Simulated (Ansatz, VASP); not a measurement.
**GaN: VASP beside Ansatz**

```
CELL_PARAMETERS angstrom
3.21193 0.00000 0.00000
-1.60597 2.78161 0.00000
0.00000 0.00000 23.80000
ATOMIC_POSITIONS crystal
Ga 0.33333 0.66667 0.29412
N 0.66667 0.33333 0.29412
```

Alike in both runs: functional PBE; k mesh 12 × 12 × 1; occupations gaussian, width 0.03 eV; no spin polarisation.

Ansatz relaxed the structure, and its values are those at the end. VASP's run is a single point on that final structure, the one shown.

|  | VASP | Ansatz |
| --- | --- | --- |
| version | VASP 6.6.1 | Ansatz 0.2.0 |
| potentials or method | VASP PAW PBE potentials, release 64 (Ga_d, N), cutoff 520 eV | scalar-relativistic, plane waves, PAW |
| valence electrons in the cell | 18 | 18 |

Ansatz gave:

| Item | Value |
| --- | --- |
| gap on the k mesh at the Fermi level (eV) | 2.16 |
| least direct gap on the mesh (eV) | 2.45 |

Q: Estimate VASP's values.

A: gap on the k mesh at the Fermi level (eV): 2.16; least direct gap on the mesh (eV): 2.47.

Ansatz's warnings: slab cell height set, structure snapped to symmetry, xc potential rough in thin density.
